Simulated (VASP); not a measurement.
# Ta2C (P-3m1) in VASP: a series of runs

Ta2C is run at these levels: PBEsol; tasks: relaxation of shape and atoms at fixed volume.

All numbers are computed with VASP 6.6.1; they aren't measurements. Logs are shortened: lines on timing, memory, paths and dates and some standing lists are left out, and cuts for length are marked.

## 1. The cell of the first run

It takes space group P-3m1 (No. 164, trigonal). The conventional cell has a = 2.998 Å, b = 2.998 Å, c = 4.772 Å, α = 90.00°, β = 90.00°, γ = 120.00°. Ta (site symmetry 3m) has 3 C at 2.12 Å within 2.8 Å. Within 2.8 Å of C (site symmetry -3m) lie 6 Ta at 2.12 Å.

## 2. Relaxation of shape and atoms at fixed volume, PBEsol (volume scaled by 0.91)

Input file INCAR:

```
SYSTEM = Ta2C
PREC = Accurate
ENCUT = 600
EDIFF = 1E-6
ISMEAR = 0
SIGMA = 0.1
LREAL = .False.
LASPH = .True.
NELM = 100
ALGO = Normal
ISIF = 4
LWAVE = .False.
LCHARG = .False.
GGA = PS
IBRION = 2
NSW = 50
EDIFFG = -0.01
```

Input file KPOINTS:

```
Automatic mesh
0
Gamma
  18 18 8
  0 0 0
```

Input file POSCAR:

```
Ta2C
1.0
    2.9983462802      0.0000000000      0.0000000000
   -1.4991731401      2.5966440480      0.0000000000
    0.0000000000      0.0000000000      4.7724782582
Ta C
2 1
Direct
    0.3333333333      0.6666666667      0.2561654052
    0.6666666667      0.3333333333      0.7438345948
    0.0000000000      0.0000000000      0.0000000000
```

Potentials or basis: VASP PAW PBE potentials, release 64 (Ta_pv, C).

Command:

```console
cat potpaw_PBE.64/Ta_pv/POTCAR potpaw_PBE.64/C/POTCAR > POTCAR
mpirun -np 1 vasp_std > vasp.out
```

OUTCAR:

```text
SYSTEM = Ta2C
   PREC = Accurate
   ENCUT = 600
   EDIFF = 1E-6
   ISMEAR = 0
   LREAL = .False.
   LASPH = .True.
   NELM = 100
   ISIF = 4
   GGA = PS
   IBRION = 2
   NSW = 50
   EDIFFG = -0.01

 ion  position               nearest neighbor table
   1  0.333  0.667  0.256-   3 2.12   3 2.12   3 2.12   2 2.90   2 2.90   2 2.90   2 3.00   2 3.00
                             2 3.00
   2  0.667  0.333  0.744-   3 2.12   3 2.12   3 2.12   1 2.90   1 2.90   1 2.90   1 3.00   1 3.00
                             1 3.00
   3  0.000  0.000  0.000-   1 2.12   2 2.12   2 2.12   1 2.12   2 2.12   1 2.12

  LATTYP: Found a hexagonal cell.
 ALAT       =     2.9983462802
 C/A-ratio  =     1.5917034966

  Lattice vectors:

 A1 = (   2.9983462802,   0.0000000000,   0.0000000000)
 A2 = (  -1.4991731401,   2.5966440480,   0.0000000000)
 A3 = (   0.0000000000,   0.0000000000,   4.7724782582)

Analysis of symmetry for initial positions (statically):
=====================================================================
 Subroutine PRICEL returns:
 Original cell was already a primitive cell.

 Routine SETGRP: Setting up the symmetry group for a
 hexagonal supercell.

 Subroutine GETGRP returns: Found 12 space group operations
 (whereof 12 operations were pure point group operations)
 out of a pool of 24 trial point group operations.

The static configuration has the point symmetry D_3d.

Analysis of symmetry for dynamics (positions and initial velocities):
=====================================================================
 Subroutine PRICEL returns:
 Original cell was already a primitive cell.

 Routine SETGRP: Setting up the symmetry group for a
 hexagonal supercell.

 Subroutine GETGRP returns: Found 12 space group operations
 (whereof 12 operations were pure point group operations)
 out of a pool of 24 trial point group operations.

The dynamic configuration has the point symmetry D_3d.

 Subroutine INISYM returns: Found 12 space group operations
 (whereof 12 operations are pure point group operations),
 and found     1 'primitive' translations

----------------------------------------------------------------------------------------

                                     Primitive cell

  volume of cell :      37.1568

  direct lattice vectors                    reciprocal lattice vectors
     2.998346280  0.000000000  0.000000000     0.333517181  0.192556234  0.000000000
[... 97 lines left out ...]
   TEBEG  =    0.0;   TEEND  =   0.0 temperature during run
   PSTRESS=    0.0 pullay stress
   NELECT =      26.0000    total number of electrons
   NUPDOWN=      -1.0000    fix difference up-down
   EMIN   =  10.00;   EMAX   =-10.00  energy-range for DOS
   EFERMI =   0.00;   METHOD = LEGACY
   ISMEAR =     0;   SIGMA  =   0.10  broadening in eV -4-tet -1-fermi 0-gaus
   EFERMI_NEDOS =   21; number of points for ismear=-14 and -15
   IALGO  =     38    algorithm
   IMIX   =      4    mixing-type and parameters
     AMIX     =   0.40;   BMIX     =  1.00
     AMIX_MAG =   1.60;   BMIX_MAG =  1.00
  volume/ion in A,a.u.               =      12.39        83.58
  Fermi-wavevector in a.u.,A,eV,Ry     =   1.453405  2.746537 28.740745  2.112385
  Thomas-Fermi vector in A             =   2.570675
   LORBIT       =      0    0 simple, 1 ext, 2 COOP (PROOUT), +10 PAW based schemes
   GGA     = PS    functional components
   LHFCALC =     F    Hartree Fock is set to
   AEXX    =    0.0000 exact exchange contribution
   IVDW    =     0    specifies the selected vdW correction
   LEPSILON=     F    determine dielectric tensor
   LRPA    =     F    only Hartree local field effects (RPA)
 conjugate gradient relaxation of ions
 non-spin polarized calculation
 Gauss-broadening in eV      SIGMA  =   0.10
  energy-cutoff  :      600.00
  volume of cell :       37.16
 maximum number of plane-waves:      1260
   NGX = 11   NGY = 11   NGZ = 19

--------------------------------------- Ionic step        1  -------------------------------------------

 number of electron      25.9999997 magnetization

 Free energy of the ion-electron system (eV)
  ---------------------------------------------------
  ext. energy  EPLUGINS =         0.00000000
  ---------------------------------------------------
  free energy    TOTEN  =       -36.35898392 eV

  energy without entropy =      -36.35546202  energy(sigma->0) =      -36.35722297

------------------------ aborting loop because EDIFF is reached ----------------------------------------

  FORCE on cell =-STRESS in cart. coord.  units (eV):
  Direction    XX          YY          ZZ          XY          YZ          ZX
  --------------------------------------------------------------------------------------
  -------------------------------------------------------------------------------------
  Total        7.5340006      7.5340006      7.6383790      0.0000000      0.0000000      0.0000000
  in kB      324.8613643    324.8613643    329.3620954      0.0000000      0.0000000      0.0000000
  external PRESSURE =     326.3616080 kB  Pullay stress =       0.0000000 kB
[... 61 lines left out ...]
--------------------------------------- Ionic step        3  -------------------------------------------

 number of electron      25.9999997 magnetization

 Free energy of the ion-electron system (eV)
  ---------------------------------------------------
  ext. energy  EPLUGINS =         0.00000000
  ---------------------------------------------------
  free energy    TOTEN  =       -36.36214877 eV

  energy without entropy =      -36.35882919  energy(sigma->0) =      -36.36048898

 E-fermi :   7.3296     XC(G=0): -13.4455

 val. band max:        7.3264420839   @ k =   0.1111   0.0000   0.5000
 cond. band min:       7.3379611736   @ k =   0.0556   0.0556   0.3750
 fundamental gap:      0.0115190897
 Fermi energy:         7.3295966479

 k-point     1 :       0.0000    0.0000    0.0000
  band No.  band energies     occupation
      1     -27.4086      2.00000
      2     -26.3913      2.00000
      3     -26.3913      2.00000
      4     -26.2310      2.00000
      5     -26.2310      2.00000
      6     -26.1421      2.00000
[... 457 lines left out ...]
      4     -26.7081      2.00000
      5     -26.4369      2.00000
      6     -26.4130      2.00000
[... 9 lines left out ...]
     16      12.3794      0.00000
     17      12.8051      0.00000

 [... further k-points ...]

------------------------ aborting loop because EDIFF is reached ----------------------------------------

  FORCE on cell =-STRESS in cart. coord.  units (eV):
  Direction    XX          YY          ZZ          XY          YZ          ZX
  --------------------------------------------------------------------------------------
  -------------------------------------------------------------------------------------
  Total        7.4054682      7.4054682      7.4095812      0.0000000      0.0000000      0.0000000
  in kB      319.3191294    319.3191294    319.4964793      0.0000000      0.0000000      0.0000000
  external PRESSURE =     319.3782460 kB  Pullay stress =       0.0000000 kB
[... 18 lines left out ...]
  FREE ENERGIE OF THE ION-ELECTRON SYSTEM (eV)
  ---------------------------------------------------
  free  energy   TOTEN  =       -36.3621487696 eV

  energy  without entropy=      -36.3588291881  energy(sigma->0) =      -36.36048898

 reached required accuracy - stopping structural energy minimisation
```

OSZICAR:

```text
N       E                     dE             d eps       ncg     rms          rms(c)
DAV:   1     0.208778307030E+03    0.20878E+03   -0.16718E+04  9044   0.181E+03
DAV:   2    -0.328789098736E+02   -0.24166E+03   -0.23895E+03 10727   0.450E+02
DAV:   3    -0.401302995213E+02   -0.72514E+01   -0.71618E+01 11998   0.688E+01
DAV:   4    -0.401922495163E+02   -0.61950E-01   -0.61830E-01 11383   0.646E+00
[... 21 lines left out ...]
DAV:   2    -0.363621983205E+02   -0.39130E-02   -0.44772E-02  9627   0.210E+00    0.929E-02
DAV:   3    -0.363621559129E+02    0.42408E-04   -0.81358E-04 13140   0.243E-01    0.443E-02
DAV:   4    -0.363621495393E+02    0.63736E-05   -0.42617E-05 10618   0.501E-02    0.298E-02
DAV:   5    -0.363621492774E+02    0.26198E-06   -0.10200E-05 12014   0.238E-02    0.642E-03
DAV:   6    -0.363621487696E+02    0.50776E-06   -0.19553E-06  5917   0.122E-02
   3 F= -.36362149E+02 E0= -.36360489E+02  d E =-.316485E-02
```

CONTCAR:

```text
Ta2C
   1.00000000000000
     2.9975208559963438    0.0000000000000000    0.0000000000000000
    -1.4987604279981719    2.5959292096712381    0.0000000000000000
     0.0000000000000000    0.0000000000000000    4.7751070048454585
  Ta              C
     2     1
Direct
     0.3333333332999970    0.6666666667000030    0.2579717686211365
     0.6666666667000030    0.3333333332999970    0.7420282313788635
     0.0000000000000000    0.0000000000000000    1.0000000000000000

  0.00000000E+00  0.00000000E+00  0.00000000E+00
  0.00000000E+00  0.00000000E+00  0.00000000E+00
  0.00000000E+00  0.00000000E+00  0.00000000E+00
```

Run time: 7.8 min. Hardware: 1 thread of Oxide Virtual Turin-like, shared host; peak memory 0.29 GiB.

What came out:

```
Free energy               : -36.3621 eV
Energy gained by relaxing : 1.1 meV/atom
Ionic steps               : 3
Pressure after relaxing   : 31.9 GPa
Band gap on the k mesh    : zero (band 13 reaches 7.87 eV, above the bottom of band 14 at 6.98 eV)
```

The path:
| step | energy change (eV) | largest force (eV/Å) | pressure (GPa) | volume (Å³) |
| --- | --- | --- | --- | --- |
| 1 | 0.0000 | 0.3627 | 32.64 | 37.16 |
| 2 | 0.0002 | 0.3801 | 31.27 | 37.16 |
| 3 | -0.0032 | 0.0004 | 31.94 | 37.16 |

Final structure:
```xyz
3
Lattice="2.9975 0.0000 0.0000 -1.4988 2.5959 0.0000 0.0000 0.0000 4.7751" Properties=species:S:1:pos:R:3 pbc="T T T"
Ta    0.0000    1.7306    1.2318
Ta    1.4988    0.8653    3.5433
C     0.0000    0.0000    4.7751
```

Caveat: the cell differs from its parent crystal (volume scaled by 0.91); the PAW data sets were made with another functional, which shifts forces and pressure a little; spin-orbit coupling is left out, which moves the levels of the heavy elements.

## 3. Relaxation of shape and atoms at fixed volume, PBEsol (volume scaled by 0.94)

Input file INCAR:

```
PREC = Accurate
ENCUT = 600
EDIFF = 1E-6
ISMEAR = 0
SIGMA = 0.1
LREAL = F
LASPH = T
NELM = 100
ALGO = Normal
ISIF = 4
LWAVE = F
LCHARG = F
GGA = PS
IBRION = 2
NSW = 50
EDIFFG = -0.01
```

Input file KPOINTS:

```
Automatic mesh
0
Gamma
  18 18 8
```

Input file POSCAR:

```
Ta2C
1.0
    3.0317142606      0.0000000000      0.0000000000
   -1.5158571303      2.6255415667      0.0000000000
    0.0000000000      0.0000000000      4.8218918256
Ta C
2 1
Direct
    0.3333333333      0.6666666667      0.2545749018
    0.6666666667      0.3333333333      0.7454250982
    0.0000000000      0.0000000000      0.0000000000
```

Potentials or basis: VASP PAW PBE potentials, release 64 (Ta_pv, C).

Command:

```console
cat potpaw_PBE.64/Ta_pv/POTCAR potpaw_PBE.64/C/POTCAR > POTCAR
mpirun -np 1 vasp_std > vasp.out
```

Run time: 8 min. Hardware: 1 thread of Oxide Virtual Turin-like, shared host; peak memory 0.29 GiB.

Results (log left out):

* Free energy: -36.5592 eV
* Energy gained by relaxing: 1.1 meV/atom
* Ionic steps: 3
* Pressure after relaxing: 19.7 GPa
* Band gap on the k mesh: zero (band 13 reaches 7.57 eV, above the bottom of band 14 at 6.71 eV)

Stress tensor (GPa, compression positive):
```
19.72  0.00  0.00
 0.00 19.72  0.00
 0.00  0.00 19.64
```

Step by step:
| step | energy change (eV) | largest force (eV/Å) | pressure (GPa) | volume (Å³) |
| --- | --- | --- | --- | --- |
| 1 | 0.0000 | 0.3447 | 20.42 | 38.38 |
| 2 | -0.0010 | 0.2831 | 19.19 | 38.38 |
| 3 | -0.0032 | 0.0006 | 19.70 | 38.38 |

Final structure:
```
Ta C
1.0
     3.03092    0.00000    0.00000
    -1.51546    2.62486    0.00000
     0.00000    0.00000    4.82441
Ta C
2 1
Direct
  0.33333 0.66667 0.25647
  0.66667 0.33333 0.74353
  0.00000 0.00000 0.00000
```

Levels at points of the mesh, in eV from the Fermi level:
```csv
k point,band 10,band 11,band 12,band 13,band 14,band 15,band 16,band 17
"(0.00, 0.00, 0.00)",-3.67,-2.89,-0.03,0.53,0.53,1.24,1.24,2.44
"(0.50, 0.00, 0.00)",-4.16,-4.10,-1.85,-0.10,3.48,3.79,5.17,5.69
"(0.00, 0.00, 0.50)",-3.97,-2.12,-1.43,-0.33,-0.33,3.32,3.32,3.77
"(0.50, 0.00, 0.50)",-3.63,-2.68,-1.09,-0.89,1.43,1.55,4.82,5.31
```

Caveat: the cell differs from its parent crystal (volume scaled by 0.94); the PAW data sets were made with another functional, which shifts forces and pressure a little; spin-orbit coupling is left out, which moves the levels of the heavy elements.

## 4. Relaxation of shape and atoms at fixed volume, PBEsol (volume scaled by 0.97)

INCAR: that of step 3 with these lines changed.

```diff
@@ -2,3 +2,3 @@
 ENCUT = 600
-EDIFF = 1E-6
+EDIFF = 1E-7
 ISMEAR = 0
@@ -7,3 +7,3 @@
 LASPH = T
-NELM = 100
+NELM = 60
 ALGO = Normal
```

KPOINTS is that of step 3.

Input file POSCAR:

```
Ta2C
1.0
    3.0640329009      0.0000000000      0.0000000000
   -1.5320164504      2.6535303302      0.0000000000
    0.0000000000      0.0000000000      4.8713690028
Ta C
2 1
Direct
    0.3333333333      0.6666666667      0.2528761935
    0.6666666667      0.3333333333      0.7471238065
    0.0000000000      0.0000000000      0.0000000000
```

Potentials or basis: VASP PAW PBE potentials, release 64 (Ta_pv, C).

Command:

```console
cat potpaw_PBE.64/Ta_pv/POTCAR potpaw_PBE.64/C/POTCAR > POTCAR
mpirun -np 1 vasp_std > vasp.out
```

OUTCAR:

```text
PREC = Accurate
   ENCUT = 600
   EDIFF = 1E-7
   ISMEAR = 0
   LREAL = F
   LASPH = T
   NELM = 60
   ISIF = 4
   GGA = PS
   IBRION = 2
   NSW = 50
   EDIFFG = -0.01

 ion  position               nearest neighbor table
   1  0.333  0.667  0.253-   3 2.16   3 2.16   3 2.16   2 2.99   2 2.99   2 2.99   2 3.03   2 3.03
                             2 3.03
   2  0.667  0.333  0.747-   3 2.16   3 2.16   3 2.16   1 2.99   1 2.99   1 2.99   1 3.03   1 3.03
                             1 3.03
   3  0.000  0.000  0.000-   1 2.16   2 2.16   1 2.16   2 2.16   2 2.16   1 2.16

  LATTYP: Found a hexagonal cell.
 ALAT       =     3.0640329009
 C/A-ratio  =     1.5898553183

  Lattice vectors:

 A1 = (   3.0640329009,   0.0000000000,   0.0000000000)
 A2 = (  -1.5320164504,   2.6535303302,   0.0000000000)
 A3 = (   0.0000000000,   0.0000000000,   4.8713690028)

[... 332 lines left out ...]

  energy without entropy =      -36.66620500  energy(sigma->0) =      -36.66797989

 E-fermi :   6.7622     XC(G=0): -13.1042

 val. band max:        6.7514998737   @ k =   0.0000   0.1111   0.3750
 cond. band min:       6.7640515633   @ k =   0.0000   0.1111   0.1250
 fundamental gap:      0.0125516896
 Fermi energy:         6.7622414833

 k-point     1 :       0.0000    0.0000    0.0000
  band No.  band energies     occupation
      1     -28.0001      2.00000
      2     -27.2014      2.00000
      3     -27.2014      2.00000
      4     -27.0713      2.00000
      5     -27.0713      2.00000
      6     -26.9815      2.00000
[... 457 lines left out ...]
      4     -27.4536      2.00000
      5     -27.2219      2.00000
      6     -27.2158      2.00000
[... 9 lines left out ...]
     16      11.3921      0.00000
     17      11.8083      0.00000

 [... further k-points ...]

------------------------ aborting loop because EDIFF is reached ----------------------------------------

  FORCE on cell =-STRESS in cart. coord.  units (eV):
  Direction    XX          YY          ZZ          XY          YZ          ZX
  --------------------------------------------------------------------------------------
  -------------------------------------------------------------------------------------
  Total        2.2864032      2.2864032      2.3114798      0.0000000     -0.0000000      0.0000000
  in kB       92.4900222     92.4900222     93.5044257      0.0000000     -0.0000000      0.0000000
  external PRESSURE =      92.8281567 kB  Pullay stress =       0.0000000 kB
[... 18 lines left out ...]
  FREE ENERGIE OF THE ION-ELECTRON SYSTEM (eV)
  ---------------------------------------------------
  free  energy   TOTEN  =       -36.6697547843 eV

  energy  without entropy=      -36.6662050045  energy(sigma->0) =      -36.66797989

 reached required accuracy - stopping structural energy minimisation
```

Run time: 7.2 min. Hardware: 1 thread of Oxide Virtual Turin-like, shared host; peak memory 0.3 GiB.

What came out:

```
Free energy                  : -36.6698 eV
Energy gained by relaxing    : 1.1 meV/atom
Ionic steps                  : 5
Pressure after relaxing      : 9.3 GPa
Largest force after relaxing : 0.005 eV/Å
Band gap on the k mesh       : zero (band 13 reaches 7.28 eV, above the bottom of band 14 at 6.45 eV)
```

Forces in eV/Å, atoms in the order of the input:
```
Ta   0.000  0.000  0.005
Ta   0.000  0.000 -0.005
C    0.000  0.000  0.000
```

Step by step:
```csv
step,energy change (eV),largest force (eV/Å),pressure (GPa),volume (Å³)
1,0.0000,0.3343,10.01,39.61
2,-0.0019,0.2140,8.83,39.61
3,-0.0033,0.0008,9.27,39.61
4,-0.0033,0.0075,9.29,39.61
5,-0.0033,0.0055,9.28,39.61
```

Final structure:
```
Ta C
1.0
     3.06412    0.00000    0.00000
    -1.53206    2.65360    0.00000
     0.00000    0.00000    4.87111
Ta C
2 1
Direct
  0.33333 0.66667 0.25486
  0.66667 0.33333 0.74514
  0.00000 0.00000 0.00000
```

Caveat: the cell differs from its parent crystal (volume scaled by 0.97); the PAW data sets were made with another functional, which shifts forces and pressure a little; spin-orbit coupling is left out, which moves the levels of the heavy elements.

[end of part 1 of 2]
